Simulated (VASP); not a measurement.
# Ca (Fm-3m) in VASP: a series of runs

Runs on Ca. Level: LDA. Tasks: single point.

Program: VASP 6.6.1. These are calculated values, not measurements. Logs are shortened: lines on timing, memory, paths and dates and some standing lists are left out, and cuts for length are marked.

**1. The cell of the first run**

It takes space group Fm-3m (No. 225, cubic). Conventional cell: a = 5.482 Å, b = 5.482 Å, c = 5.482 Å, α = 90.00°, β = 90.00°, γ = 90.00°. Within 5.1 Å of Ca (site symmetry m-3m) lie 12 Ca at 3.88 Å.

**2. Single point, LDA (volume scaled by 1.08)**

Input file INCAR:

```
ALGO = Normal
EDIFF = 1E-7
ENCUT = 520
GGA = CA
ISIF = 2
ISMEAR = -1
LASPH = T
LCHARG = F
LREAL = F
LWAVE = F
NBANDS = 11
NELM = 100
PREC = Accurate
SIGMA = 0.1
```

Input file KPOINTS:

```
k-points
0
Gamma
  17 17 17
```

Input file POSCAR:

```
Ca
1.0
    0.0000000000      2.7408725082      2.7408725082
    2.7408725082      0.0000000000      2.7408725082
    2.7408725082      2.7408725082      0.0000000000
Ca
1
Direct
    0.0000000000      0.0000000000      0.0000000000
```

Potentials or basis: VASP PAW LDA potentials, release 64 (Ca_sv).

On the command line:

```console
> cat potpaw_LDA.64/Ca_sv/POTCAR > POTCAR
> mpirun -np 1 vasp_std > vasp.out
```

OUTCAR:

```text
EDIFF = 1E-7
   ENCUT = 520
   GGA = CA
   ISIF = 2
   ISMEAR = -1
   LASPH = T
   LREAL = F
   NELM = 100
   PREC = Accurate

 ion  position               nearest neighbor table
   1  0.000  0.000  0.000-

  LATTYP: Found a face centered cubic cell.
 ALAT       =     5.4817450164

  Lattice vectors:

 A1 = (   0.0000000000,   2.7408725082,   2.7408725082)
 A2 = (   2.7408725082,   0.0000000000,   2.7408725082)
 A3 = (   2.7408725082,   2.7408725082,   0.0000000000)

Analysis of symmetry for initial positions (statically):
[... 33 lines left out ...]
                                     Primitive cell

  volume of cell :      41.1810

  direct lattice vectors                    reciprocal lattice vectors
     0.000000000  2.740872508  2.740872508    -0.182423662  0.182423662  0.182423662
     2.740872508  0.000000000  2.740872508     0.182423662 -0.182423662  0.182423662
     2.740872508  2.740872508  0.000000000     0.182423662  0.182423662 -0.182423662

  length of vectors
     3.876179074  3.876179074  3.876179074     0.315967051  0.315967051  0.315967051

  position of ions in fractional coordinates (direct lattice)
     0.000000000  0.000000000  0.000000000

  ion indices of the primitive-cell ions
   primitive index   ion index
                 1           1

----------------------------------------------------------------------------------------

 KPOINTS: k-points

Automatic generation of k-mesh.
 Grid dimensions read from file:
 generate k-points for:   17   17   17

 Generating k-lattice:

  Cartesian coordinates                     Fractional coordinates (reciprocal lattice)
    -0.010730804  0.010730804  0.010730804     0.058823529  0.000000000  0.000000000
     0.010730804 -0.010730804  0.010730804     0.000000000  0.058823529  0.000000000
     0.010730804  0.010730804 -0.010730804     0.000000000  0.000000000  0.058823529

  Length of vectors
     0.018586297  0.018586297  0.018586297

  Shift w.r.t. Gamma in fractional coordinates (k-lattice)
     0.000000000  0.000000000  0.000000000

 Subroutine IBZKPT returns following result:
 ===========================================

 Found    165 irreducible k-points:

 Following reciprocal coordinates:
            Coordinates               Weight
  0.000000  0.000000  0.000000      1.000000
  0.058824  0.000000  0.000000      8.000000
  0.117647  0.000000  0.000000      8.000000
  0.176471  0.000000  0.000000      8.000000
  0.235294  0.000000  0.000000      8.000000
  0.294118  0.000000  0.000000      8.000000
[... 16 lines left out ...]
 -0.176471  0.058824  0.000000     24.000000
 -0.117647  0.058824  0.000000     24.000000
 [... further k-points ...]
   k-points           NKPTS =    165   k-points in BZ     NKDIM =    165   number of bands    NBANDS=     11
   number of dos      NEDOS =    301   number of ions     NIONS =      1
   total plane-waves  NPLWV =  27000
   dimension x,y,z NGX =    30 NGY =   30 NGZ =   30
   dimension x,y,z NGXF=    60 NGYF=   60 NGZF=   60
   ions per type =               1
   NGX,Y,Z   is equivalent  to a cutoff of  12.87, 12.87, 12.87 a.u.
   NGXF,Y,Z  is equivalent  to a cutoff of  25.73, 25.73, 25.73 a.u.
 SYSTEM =  unknown system
   PREC   = accura    normal or accurate (medium, high low for compatibility)
   ISTART =      0    job   : 0-new  1-cont  2-samecut
   ICHARG =      2    charge: 1-file 2-atom 10-const
   ISPIN  =      1    spin polarized calculation?
   LNONCOLLINEAR =      F non collinear calculations
   LSORBIT =      F    spin-orbit coupling
   LASPH  =      T    aspherical Exc in radial PAW
   ENCUT  =  520.0 eV  38.22 Ry    6.18 a.u.   7.21  7.21  7.21*2*pi/ulx,y,z
   NELM   =    100;   NELMIN=  2; NELMDL= -5     # of ELM steps
   EDIFF  = 0.1E-06   stopping-criterion for ELM
   LREAL  =      F    real-space projection
   EDIFFG = 0.1E-05   stopping-criterion for IOM
   NSW    =      0    number of steps for IOM
   IBRION =     -1    ionic relax: 0-MD 1-quasi-New 2-CG
   NFREE  =      0    steps in history (QN), initial steepest desc. (CG)
   ISIF   =      2    stress and relaxation
   ISYM   =      2    0-nonsym 1-usesym 2-fastsym
   POTIM  = 0.5000    time-step for ionic-motion
   TEBEG  =    0.0;   TEEND  =   0.0 temperature during run
   PSTRESS=    0.0 pullay stress
   NELECT =      10.0000    total number of electrons
   NUPDOWN=      -1.0000    fix difference up-down
   EMIN   =  10.00;   EMAX   =-10.00  energy-range for DOS
   EFERMI =   0.00;   METHOD = LEGACY
   ISMEAR =    -1;   SIGMA  =   0.10  broadening in eV -4-tet -1-fermi 0-gaus
   EFERMI_NEDOS =   21; number of points for ismear=-14 and -15
   IALGO  =     38    algorithm
   IMIX   =      4    mixing-type and parameters
     AMIX     =   0.40;   BMIX     =  1.00
     AMIX_MAG =   1.60;   BMIX_MAG =  1.00
  volume/ion in A,a.u.               =      41.18       277.90
  Fermi-wavevector in a.u.,A,eV,Ry     =   1.021353  1.930078 14.193088  1.043163
  Thomas-Fermi vector in A             =   2.154973
   LORBIT       =      0    0 simple, 1 ext, 2 COOP (PROOUT), +10 PAW based schemes
   GGA     = CA    functional components
   LHFCALC =     F    Hartree Fock is set to
   AEXX    =    0.0000 exact exchange contribution
   IVDW    =     0    specifies the selected vdW correction
   LEPSILON=     F    determine dielectric tensor
   LRPA    =     F    only Hartree local field effects (RPA)
 non-spin polarized calculation
  energy-cutoff  :      520.00
  volume of cell :       41.18
 maximum number of plane-waves:      1125
 NGX is ok and might be reduce to    30
   NGX = 15   NGY = 15   NGZ = 15

 number of electron      10.0000002 magnetization

 Free energy of the ion-electron system (eV)
  ---------------------------------------------------
  ext. energy  EPLUGINS =         0.00000000
  ---------------------------------------------------
  free energy    TOTEN  =        -2.21351751 eV

  energy without entropy =       -2.17208928  energy(sigma->0) =       -2.19280340

 E-fermi :   1.8794     XC(G=0):  -8.0429

 val. band max:        1.8789136513   @ k =  -0.4706   0.1176   0.0588
 cond. band min:       1.8883810341   @ k =  -0.4118   0.2353   0.0000
 fundamental gap:      0.0094673828
 Fermi energy:         1.8794354600

 k-point     1 :       0.0000    0.0000    0.0000
  band No.  band energies     occupation
      1     -39.6235      2.00000
      2     -20.8293      2.00000
      3     -20.8293      2.00000
      4     -20.8293      2.00000
      5      -2.1831      2.00000
      6       4.1262      0.00000
      7       4.1262      0.00000
      8       4.1262      0.00000
      9       5.2230      0.00000
     10       5.2230      0.00000
     11      11.1923      0.00000

 k-point     2 :       0.0588    0.0000    0.0000
  band No.  band energies     occupation
      1     -39.6230      2.00000
      2     -20.8347      2.00000
      3     -20.8300      2.00000
      4     -20.8300      2.00000
      5      -2.1222      2.00000
      6       4.0626      0.00000
      7       4.1502      0.00000
      8       4.1502      0.00000
      9       5.2022      0.00000
     10       5.2022      0.00000
     11      11.2711      0.00000

 k-point     3 :       0.1176    0.0000    0.0000
  band No.  band energies     occupation
      1     -39.6214      2.00000
      2     -20.8503      2.00000
      3     -20.8322      2.00000
      4     -20.8322      2.00000
      5      -1.9417      2.00000
      6       3.8858      0.00000
      7       4.2112      0.00000
      8       4.2112      0.00000
      9       5.1562      0.00000
     10       5.1562      0.00000
     11      11.3587      0.00000

 k-point     4 :       0.1765    0.0000    0.0000
  band No.  band energies     occupation
      1     -39.6190      2.00000
      2     -20.8737      2.00000
      3     -20.8354      2.00000
      4     -20.8354      2.00000
      5      -1.6483      2.00000
      6       3.6275      0.00000
      7       4.2718      0.00000
      8       4.2718      0.00000
      9       5.1347      0.00000
     10       5.1347      0.00000
     11      10.5881      0.00000

 k-point     5 :       0.2353    0.0000    0.0000
  band No.  band energies     occupation
      1     -39.6161      2.00000
      2     -20.9018      2.00000
      3     -20.8392      2.00000
      4     -20.8392      2.00000
      5      -1.2537      2.00000
      6       3.3188      0.00000
      7       4.2781      0.00000
      8       4.2781      0.00000
      9       5.2030      0.00000
     10       5.2030      0.00000
     11       9.6294      0.00000
[... 211 lines left out ...]
 k-point    21 :      -0.2941    0.0588    0.0000
  band No.  band energies     occupation
      1     -39.6118      2.00000
      2     -20.9393      2.00000
      3     -20.8502      2.00000
      4     -20.8431      2.00000
      5      -0.5538      2.00000
      6       2.8595      0.00011
      7       4.1189      0.00000
      8       4.2357      0.00000
      9       5.2910      0.00000
     10       5.6127      0.00000
     11       8.4878      0.00000

 k-point    22 :      -0.2353    0.0588    0.0000
  band No.  band energies     occupation
      1     -39.6147      2.00000
      2     -20.9119      2.00000
      3     -20.8463      2.00000
      4     -20.8389      2.00000
      5      -1.0527      2.00000
      6       3.1986      0.00000
      7       4.1987      0.00000
      8       4.3204      0.00000
      9       5.0796      0.00000
     10       5.4187      0.00000
     11       9.3472      0.00000

 k-point    23 :      -0.1765    0.0588    0.0000
  band No.  band energies     occupation
      1     -39.6176      2.00000
      2     -20.8841      2.00000
      3     -20.8418      2.00000
      4     -20.8351      2.00000
      5      -1.4760      2.00000
      6       3.5059      0.00000
      7       4.2400      0.00000
      8       4.3388      0.00000
      9       4.9845      0.00000
     10       5.2852      0.00000
     11      10.2919      0.00000

 k-point    24 :      -0.1176    0.0588    0.0000
  band No.  band energies     occupation
      1     -39.6202      2.00000
      2     -20.8597      2.00000
      3     -20.8373      2.00000
      4     -20.8321      2.00000
      5      -1.8033      2.00000
      6       3.7696      0.00000
      7       4.2248      0.00000
      8       4.2722      0.00000
      9       5.0254      0.00000
     10       5.2322      0.00000
     11      11.2286      0.00000

 [... further k-points ...]
[... 5 lines left out ...]
  --------------------------------------------------------------------------------------
  -------------------------------------------------------------------------------------
  Total       -0.3416395     -0.3416395     -0.3416395      0.0000000     -0.0000000      0.0000000
  in kB      -13.2917490    -13.2917490    -13.2917490      0.0000000     -0.0000000      0.0000000
  external PRESSURE =     -13.2917490 kB  Pullay stress =       0.0000000 kB

 VOLUME and BASIS-vectors are now :
 -----------------------------------------------------------------------------
  energy-cutoff  :      520.00
  volume of cell :       41.18
      direct lattice vectors                 reciprocal lattice vectors
     0.000000000  2.740872508  2.740872508    -0.182423662  0.182423662  0.182423662
     2.740872508  0.000000000  2.740872508     0.182423662 -0.182423662  0.182423662
     2.740872508  2.740872508  0.000000000     0.182423662  0.182423662 -0.182423662

 POSITION                                       TOTAL-FORCE (eV/Angst)
 -----------------------------------------------------------------------------------
      0.00000      0.00000      0.00000         0.000000      0.000000      0.000000
 -----------------------------------------------------------------------------------
    total drift:                               -0.000000     -0.000000      0.000000

  FREE ENERGIE OF THE ION-ELECTRON SYSTEM (eV)
  ---------------------------------------------------
  free  energy   TOTEN  =        -2.2135175108 eV

  energy  without entropy=       -2.1720892846  energy(sigma->0) =       -2.19280340
```

Run time: 39 s. Hardware: 1 thread of Intel Xeon Platinum 8488C (Sapphire Rapids), shared host; peak memory 0.2 GiB.

Results:

```yaml
Free_energy: -2.2135 eV
Pressure: -1.3 GPa
Band_gap_on_the_k_mesh: zero (band 5 reaches 2.01 eV, above the bottom of band 6 at 1.81 eV)
```

**3. Single point, LDA (volume scaled by 1.12)**

Input file INCAR:

```
SYSTEM = Ca
PREC = Accurate
ENCUT = 520
EDIFF = 1E-7
ISMEAR = -1
SIGMA = 0.1
LREAL = .FALSE.
LASPH = .TRUE.
NELM = 60
ALGO = Normal
ISIF = 2
LWAVE = .FALSE.
LCHARG = .TRUE.
GGA = CA
LELF = .TRUE.
LVHAR = .TRUE.
NBANDS = 11
```

Input file KPOINTS:

```
regular mesh
0
G
  17 17 17
  0 0 0
```

Input file POSCAR:

```
Ca
1.0
    0.0000000000      2.7743010772      2.7743010772
    2.7743010772      0.0000000000      2.7743010772
    2.7743010772      2.7743010772      0.0000000000
Ca
1
Direct
    0.0000000000      0.0000000000      0.0000000000
```

Potentials or basis: VASP PAW LDA potentials, release 64 (Ca_sv).

On the command line:

```console
> cat potpaw_LDA.64/Ca_sv/POTCAR > POTCAR
> mpirun -np 1 vasp_std > vasp.out
```

OUTCAR:

```text
SYSTEM = Ca
   PREC = Accurate
   ENCUT = 520
   EDIFF = 1E-7
   ISMEAR = -1
   LREAL = .FALSE.
   LASPH = .TRUE.
   NELM = 60
   ISIF = 2
   GGA = CA

 ion  position               nearest neighbor table
   1  0.000  0.000  0.000-

  LATTYP: Found a face centered cubic cell.
 ALAT       =     5.5486021544

  Lattice vectors:

 A1 = (   0.0000000000,   2.7743010772,   2.7743010772)
 A2 = (   2.7743010772,   0.0000000000,   2.7743010772)
 A3 = (   2.7743010772,   2.7743010772,   0.0000000000)

Analysis of symmetry for initial positions (statically):
[... 508 lines left out ...]
      5      -1.8930      2.00000
      6       3.5924      0.00000
      7       4.0289      0.00000
      8       4.0751      0.00000
      9       4.7965      0.00000
     10       4.9935      0.00000
     11      10.8381      0.00000

 [... further k-points ...]
[... 5 lines left out ...]
  --------------------------------------------------------------------------------------
  -------------------------------------------------------------------------------------
  Total       -0.4911119     -0.4911119     -0.4911119      0.0000000      0.0000000      0.0000000
  in kB      -18.4246937    -18.4246937    -18.4246937      0.0000000      0.0000000      0.0000000
  external PRESSURE =     -18.4246937 kB  Pullay stress =       0.0000000 kB

 VOLUME and BASIS-vectors are now :
 -----------------------------------------------------------------------------
  energy-cutoff  :      520.00
  volume of cell :       42.71
      direct lattice vectors                 reciprocal lattice vectors
     0.000000000  2.774301077  2.774301077    -0.180225573  0.180225573  0.180225573
     2.774301077  0.000000000  2.774301077     0.180225573 -0.180225573  0.180225573
     2.774301077  2.774301077  0.000000000     0.180225573  0.180225573 -0.180225573

 POSITION                                       TOTAL-FORCE (eV/Angst)
 -----------------------------------------------------------------------------------
      0.00000      0.00000      0.00000        -0.000000     -0.000000     -0.000000
 -----------------------------------------------------------------------------------
    total drift:                               -0.000000     -0.000000      0.000000

  FREE ENERGIE OF THE ION-ELECTRON SYSTEM (eV)
  ---------------------------------------------------
  free  energy   TOTEN  =        -2.1986286157 eV

  energy  without entropy=       -2.1566960878  energy(sigma->0) =       -2.17766235
```

Run time: 40 s. Hardware: 1 thread of Intel Xeon Platinum 8488C (Sapphire Rapids), shared host; peak memory 0.2 GiB.

Results:

* Free energy: -2.1986 eV
* Pressure: -1.8 GPa
* Band gap on the k mesh: zero (band 5 reaches 1.88 eV, above the bottom of band 6 at 1.64 eV)

Levels at points of the mesh, in eV from the Fermi level:
```
           k point  band 3  band 4  band 5  band 6  band 7  band 8
(0.00, 0.00, 0.00)  -22.80  -22.80   -4.00    2.20    2.20    2.20
```

(Part 1 of 2 ends here.)
